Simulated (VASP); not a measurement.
Write the native input for VASP 6.6.1 that does the following.

* Task: single point
* Functional: PBE
* Potentials or basis: VASP PAW PBE potentials, release 64 (Rh_pv)
* Cutoff: 520 eV
* k mesh: 18 × 18 × 10
* Occupations: gaussian, width 0.1 eV
* Spin: no spin polarisation
* Dipole correction: no
* Further INCAR settings: ALGO = Normal; EDIFF = 1e-06; NBANDS = 22

The structure of Rh lies in POSCAR:

```
Rh
1.0
    2.6515805787      0.0000000000      0.0000000000
   -1.3257902894      2.2963361413      0.0000000000
    0.0000000000      0.0000000000      4.2752783387
Rh
2
Direct
    0.6666666667      0.3333333333      0.7500000000
    0.3333333333      0.6666666667      0.2500000000
```

These files were run (other wordings do the same):

INCAR

```
SYSTEM = Rh
ALGO     = Normal         ! electronic algorithm
EDIFF    = 1E-6           ! SCF threshold, eV
ENCUT    = 520            ! plane-wave cutoff, eV
GGA      = PE             ! functional
ISIF     = 2              ! what is computed and relaxed
ISMEAR   = 0              ! smearing method
LASPH    = .TRUE.         ! aspherical terms in the spheres
LCHARG   = .FALSE.        ! write CHGCAR
LREAL    = .FALSE.        ! projectors in reciprocal space
LWAVE    = .FALSE.        ! write WAVECAR
NBANDS   = 22             ! bands
NELM     = 100            ! most SCF steps
PREC     = Accurate       ! precision mode
SIGMA    = 0.1            ! smearing width, eV
```

KPOINTS

```
k-points
0
G
  18 18 10
  0 0 0
```

Potentials or basis: VASP PAW PBE potentials, release 64 (Rh_pv).

The run is started by

```sh
$ cat potpaw_PBE.64/Rh_pv/POTCAR > POTCAR
$ mpirun -np 1 vasp_std > vasp.out
```

It gave:

```yaml
Pressure: 25.0 GPa
Band_gap_on_the_k_mesh: zero (band 15 reaches 13.75 eV, above the bottom of band 16 at 11.10 eV)
```

It took 76 s on 1 thread of AMD EPYC 7R43 64-Core Processor (Zen 3) (shared host), peak memory 0.18 GiB.
